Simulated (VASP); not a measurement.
# InAs (Pm-3m) in VASP: single point with r2SCAN

Aim: the single point of InAs with r2SCAN.

Everything below comes from runs of VASP 6.6.1. Logs are shortened: lines on timing, memory, paths and dates and some standing lists are left out, and cuts for length are marked.

## Step 1: The cell of the first run

Symmetry: Pm-3m, No. 221, cubic system. The conventional cell has a = 3.625 Å, b = 3.625 Å, c = 3.625 Å, α = 90.00°, β = 90.00°, γ = 90.00°. Within 4.1 Å of In (site symmetry m-3m) lie 8 As at 3.14 Å and 6 In at 3.63 Å. As (site symmetry m-3m) has 8 In at 3.14 Å and 6 As at 3.63 Å within 4.1 Å.

## Step 2: Single point, r2SCAN

Contents of POSCAR:

```
InAs
1.0
   -1.2083919588      2.4167839177      2.4167839177
    2.4167839177     -1.2083919588      2.4167839177
    2.4167839177      2.4167839177     -1.2083919588
In As
1 1
Direct
    0.5000000000      0.5000000000      0.5000000000
    0.0000000000      0.0000000000      0.0000000000
```

Contents of INCAR.step1:

```
SYSTEM = InAs
  PREC = Accurate
  ENCUT = 520
  ISMEAR = 0
  SIGMA = 0.15
  LREAL = .FALSE.
  LASPH = .TRUE.
  NELM = 100
  NBANDS = 16
  GGA = PE
  ALGO = Normal
  EDIFF = 1E-4
  LWAVE = .TRUE.
  LCHARG = .FALSE.
```

Contents of INCAR.step2:

```
SYSTEM = InAs
  PREC = Accurate
  ENCUT = 520
  EDIFF = 1E-6
  ISMEAR = 0
  SIGMA = 0.15
  LREAL = .FALSE.
  LASPH = .TRUE.
  NELM = 100
  ALGO = Normal
  ISIF = 2
  LWAVE = .FALSE.
  LCHARG = .TRUE.
  METAGGA = R2SCAN
  LMIXTAU = .TRUE.
  LELF = .TRUE.
  LVHAR = .TRUE.
  NBANDS = 16
  ISTART = 1
```

Contents of KPOINTS:

```
regular mesh
0
G
  16 16 16
  0 0 0
```

Potentials or basis: VASP PAW PBE potentials, release 64 (In_d, As).

Run with:

```
$ cat potpaw_PBE.64/In_d/POTCAR potpaw_PBE.64/As/POTCAR > POTCAR
$ cp INCAR.step1 INCAR
$ mpirun -np 1 vasp_std > vasp.out
$ cp INCAR.step2 INCAR
$ mpirun -np 1 vasp_std > vasp.out
```

OUTCAR:

```text
SYSTEM = InAs
   PREC = Accurate
   ENCUT = 520
   EDIFF = 1E-6
   ISMEAR = 0
   LREAL = .FALSE.
   LASPH = .TRUE.
   NELM = 100
   ISIF = 2
   METAGGA = R2SCAN
   ISTART = 1

 ion  position               nearest neighbor table
   1  0.500  0.500  0.500-   2 3.14   2 3.14   2 3.14   2 3.14   2 3.14   2 3.14   2 3.14   2 3.14

   2  0.000  0.000  0.000-   1 3.14   1 3.14   1 3.14   1 3.14   1 3.14   1 3.14   1 3.14   1 3.14

  LATTYP: Found a simple cubic cell.
 ALAT       =     3.6251758765

  Lattice vectors:

 A1 = (  -1.2083919588,   2.4167839177,   2.4167839177)
 A2 = (   2.4167839177,  -1.2083919588,   2.4167839177)
 A3 = (   2.4167839177,   2.4167839177,  -1.2083919588)

Analysis of symmetry for initial positions (statically):
=====================================================================
 Subroutine PRICEL returns:
 Original cell was already a primitive cell.

 Routine SETGRP: Setting up the symmetry group for a
 simple cubic supercell.

 Subroutine GETGRP returns: Found 48 space group operations
 (whereof 48 operations were pure point group operations)
 out of a pool of 48 trial point group operations.

The static configuration has the point symmetry O_h .

Analysis of symmetry for dynamics (positions and initial velocities):
=====================================================================
 Subroutine PRICEL returns:
 Original cell was already a primitive cell.

 Routine SETGRP: Setting up the symmetry group for a
 simple cubic supercell.

 Subroutine GETGRP returns: Found 48 space group operations
 (whereof 48 operations were pure point group operations)
 out of a pool of 48 trial point group operations.

The dynamic configuration has the point symmetry O_h .

 Subroutine INISYM returns: Found 48 space group operations
 (whereof 48 operations are pure point group operations),
 and found     1 'primitive' translations

----------------------------------------------------------------------------------------

                                     Primitive cell

  volume of cell :      47.6417

  direct lattice vectors                    reciprocal lattice vectors
    -1.208391959  2.416783918  2.416783918    -0.091949562  0.183899124  0.183899124
     2.416783918 -1.208391959  2.416783918     0.183899124 -0.091949562  0.183899124
     2.416783918  2.416783918 -1.208391959     0.183899124  0.183899124 -0.091949562

  length of vectors
     3.625175877  3.625175877  3.625175877     0.275848685  0.275848685  0.275848685

  position of ions in fractional coordinates (direct lattice)
     0.500000000  0.500000000  0.500000000
     0.000000000  0.000000000  0.000000000

  ion indices of the primitive-cell ions
   primitive index   ion index
                 1           1
                 2           2

----------------------------------------------------------------------------------------

 KPOINTS: regular mesh

Automatic generation of k-mesh.
 Grid dimensions read from file:
 generate k-points for:   16   16   16

 Generating k-lattice:

  Cartesian coordinates                     Fractional coordinates (reciprocal lattice)
    -0.005746848  0.011493695  0.011493695     0.062500000  0.000000000 -0.000000000
     0.011493695 -0.005746848  0.011493695     0.000000000  0.062500000 -0.000000000
     0.011493695  0.011493695 -0.005746848    -0.000000000 -0.000000000  0.062500000

  Length of vectors
     0.017240543  0.017240543  0.017240543

  Shift w.r.t. Gamma in fractional coordinates (k-lattice)
     0.000000000  0.000000000  0.000000000

 Subroutine IBZKPT returns following result:
 ===========================================

 Found    165 irreducible k-points:

 Following reciprocal coordinates:
            Coordinates               Weight
  0.000000  0.000000  0.000000      1.000000
  0.062500 -0.000000 -0.000000      6.000000
  0.125000 -0.000000 -0.000000      6.000000
  0.187500 -0.000000 -0.000000      6.000000
  0.250000 -0.000000 -0.000000      6.000000
  0.312500  0.000000 -0.000000      6.000000
[... 16 lines left out ...]
  0.437500  0.125000 -0.000000     24.000000
  0.500000  0.125000 -0.000000     12.000000
 [... further k-points ...]
   k-points           NKPTS =    165   k-points in BZ     NKDIM =    165   number of bands    NBANDS=     16
   number of dos      NEDOS =    301   number of ions     NIONS =      2
   total plane-waves  NPLWV =  21952
   dimension x,y,z NGX =    28 NGY =   28 NGZ =   28
   dimension x,y,z NGXF=    56 NGYF=   56 NGZF=   56
   ions per type =               1   1
   NGX,Y,Z   is equivalent  to a cutoff of  12.84, 12.84, 12.84 a.u.
   NGXF,Y,Z  is equivalent  to a cutoff of  25.68, 25.68, 25.68 a.u.
 SYSTEM =  InAs
   PREC   = accura    normal or accurate (medium, high low for compatibility)
   ISTART =      1    job   : 0-new  1-cont  2-samecut
   ICHARG =      0    charge: 1-file 2-atom 10-const
   ISPIN  =      1    spin polarized calculation?
   LNONCOLLINEAR =      F non collinear calculations
   LSORBIT =      F    spin-orbit coupling
   LASPH  =      T    aspherical Exc in radial PAW
   ENCUT  =  520.0 eV  38.22 Ry    6.18 a.u.   6.74  6.74  6.74*2*pi/ulx,y,z
   NELM   =    100;   NELMIN=  2; NELMDL=  0     # of ELM steps
   EDIFF  = 0.1E-05   stopping-criterion for ELM
   LREAL  =      F    real-space projection
   EDIFFG = 0.1E-04   stopping-criterion for IOM
   NSW    =      0    number of steps for IOM
   IBRION =     -1    ionic relax: 0-MD 1-quasi-New 2-CG
   NFREE  =      0    steps in history (QN), initial steepest desc. (CG)
   ISIF   =      2    stress and relaxation
   ISYM   =      2    0-nonsym 1-usesym 2-fastsym
   POTIM  = 0.5000    time-step for ionic-motion
   TEBEG  =    0.0;   TEEND  =   0.0 temperature during run
   PSTRESS=    0.0 pullay stress
   NELECT =      18.0000    total number of electrons
   NUPDOWN=      -1.0000    fix difference up-down
   EMIN   =  10.00;   EMAX   =-10.00  energy-range for DOS
   EFERMI =   0.00;   METHOD = LEGACY
   ISMEAR =     0;   SIGMA  =   0.15  broadening in eV -4-tet -1-fermi 0-gaus
   EFERMI_NEDOS =   21; number of points for ismear=-14 and -15
   IALGO  =     38    algorithm
   IMIX   =      4    mixing-type and parameters
     AMIX     =   0.40;   BMIX     =  1.00
     AMIX_MAG =   1.60;   BMIX_MAG =  1.00
  volume/ion in A,a.u.               =      23.82       160.75
  Fermi-wavevector in a.u.,A,eV,Ry     =   1.183505  2.236499 19.057448  1.400683
  Thomas-Fermi vector in A             =   2.319738
   LORBIT       =      0    0 simple, 1 ext, 2 COOP (PROOUT), +10 PAW based schemes
   METAGGA = R2SCAN    functional components
   LHFCALC =     F    Hartree Fock is set to
   AEXX    =    0.0000 exact exchange contribution
   IVDW    =     0    specifies the selected vdW correction
   LEPSILON=     F    determine dielectric tensor
   LRPA    =     F    only Hartree local field effects (RPA)
 non-spin polarized calculation
 Gauss-broadening in eV      SIGMA  =   0.15
  energy-cutoff  :      520.00
  volume of cell :       47.64
 maximum number of plane-waves:      1328
 NGX is ok and might be reduce to    28
   NGX = 13   NGY = 13   NGZ = 13

 number of electron      17.9999987 magnetization

 Free energy of the ion-electron system (eV)
  ---------------------------------------------------
  ext. energy  EPLUGINS =         0.00000000
  ---------------------------------------------------
  free energy    TOTEN  =       -36.82320420 eV

  energy without entropy =      -36.80884897  energy(sigma->0) =      -36.81602659

 E-fermi :   6.0712     XC(G=0): -10.8275

 val. band max:        6.0704467283   @ k =   0.4375   0.2500   0.1250
 cond. band min:       6.0747084442   @ k =   0.4375   0.2500   0.1250
 fundamental gap:      0.0042617159
 Fermi energy:         6.0711996994

 k-point     1 :       0.0000    0.0000    0.0000
  band No.  band energies     occupation
      1      -8.9354      2.00000
      2      -8.9354      2.00000
      3      -8.7656      2.00000
      4      -8.7656      2.00000
      5      -8.7656      2.00000
      6      -6.6611      2.00000
[... 8 lines left out ...]
     15      15.5084      0.00000
     16      20.2134      0.00000

 k-point     2 :       0.0625   -0.0000   -0.0000
  band No.  band energies     occupation
      1      -8.9350      2.00000
      2      -8.9300      2.00000
      3      -8.7682      2.00000
      4      -8.7682      2.00000
      5      -8.7654      2.00000
      6      -6.6240      2.00000
[... 8 lines left out ...]
     15      15.3048      0.00000
     16      20.0660      0.00000

 k-point     3 :       0.1250   -0.0000   -0.0000
  band No.  band energies     occupation
      1      -8.9336      2.00000
      2      -8.9146      2.00000
      3      -8.7754      2.00000
      4      -8.7754      2.00000
      5      -8.7647      2.00000
      6      -6.5142      2.00000
[... 8 lines left out ...]
     15      14.8318      0.00000
     16      19.8055      0.00000

 k-point     4 :       0.1875   -0.0000   -0.0000
  band No.  band energies     occupation
      1      -8.9317      2.00000
      2      -8.8916      2.00000
      3      -8.7863      2.00000
      4      -8.7863      2.00000
      5      -8.7637      2.00000
      6      -6.3366      2.00000
[... 8 lines left out ...]
     15      14.7808      0.00000
     16      18.7241      0.00000
[... 324 lines left out ...]
 k-point    22 :       0.3750    0.1250   -0.0000
  band No.  band energies     occupation
      1      -8.9099      2.00000
      2      -8.8498      2.00000
      3      -8.8202      2.00000
      4      -8.8055      2.00000
      5      -8.7688      2.00000
      6      -5.3966      2.00000
[... 8 lines left out ...]
     15      17.1291      0.00000
     16      18.8052      0.00000

 k-point    23 :       0.4375    0.1250   -0.0000
  band No.  band energies     occupation
      1      -8.9085      2.00000
      2      -8.8587      2.00000
      3      -8.8271      2.00000
      4      -8.7902      2.00000
      5      -8.7680      2.00000
      6      -5.1794      2.00000
[... 8 lines left out ...]
     15      16.7045      0.00000
     16      19.0909      0.00000

 k-point    24 :       0.5000    0.1250   -0.0000
  band No.  band energies     occupation
      1      -8.9079      2.00000
      2      -8.8619      2.00000
      3      -8.8295      2.00000
      4      -8.7849      2.00000
      5      -8.7677      2.00000
      6      -5.0943      2.00000
[... 8 lines left out ...]
     15      16.5374      0.00000
     16      19.2256      0.00000

 [... further k-points ...]

------------------------ aborting loop because EDIFF is reached ----------------------------------------

  FORCE on cell =-STRESS in cart. coord.  units (eV):
  Direction    XX          YY          ZZ          XY          YZ          ZX
  --------------------------------------------------------------------------------------
  -------------------------------------------------------------------------------------
  Total       -1.0512852     -1.0512852     -1.0512852     -0.0000000     -0.0000000     -0.0000000
  in kB      -35.3544330    -35.3544330    -35.3544330     -0.0000000     -0.0000000     -0.0000000
  external PRESSURE =     -35.3544330 kB  Pullay stress =       0.0000000 kB

 VOLUME and BASIS-vectors are now :
 -----------------------------------------------------------------------------
  energy-cutoff  :      520.00
  volume of cell :       47.64
      direct lattice vectors                 reciprocal lattice vectors
    -1.208391959  2.416783918  2.416783918    -0.091949562  0.183899124  0.183899124
     2.416783918 -1.208391959  2.416783918     0.183899124 -0.091949562  0.183899124
     2.416783918  2.416783918 -1.208391959     0.183899124  0.183899124 -0.091949562

 POSITION                                       TOTAL-FORCE (eV/Angst)
 -----------------------------------------------------------------------------------
      1.81259      1.81259      1.81259        -0.000000      0.000000      0.000000
      0.00000      0.00000      0.00000         0.000000     -0.000000     -0.000000
 -----------------------------------------------------------------------------------
    total drift:                                0.000000      0.000000      0.000000

  FREE ENERGIE OF THE ION-ELECTRON SYSTEM (eV)
  ---------------------------------------------------
  free  energy   TOTEN  =       -36.8232041979 eV

  energy  without entropy=      -36.8088489749  energy(sigma->0) =      -36.81602659
```

Run time: 3.2 min. Hardware: 1 thread of AMD EPYC 9R45 (Zen 5), shared host; peak memory 0.23 GiB.

Results:

| Quantity | Value |
| --- | --- |
| Free energy | -36.8232 eV |
| Pressure | -3.5 GPa |
| Band gap on the k mesh | zero (bands 9 and 10 overlap by 2.68 eV) |

Caveat: the cell stands under tension; the PAW data sets were made with another functional, which shifts forces and pressure a little; spin-orbit coupling is left out, which moves the levels of the heavy elements.
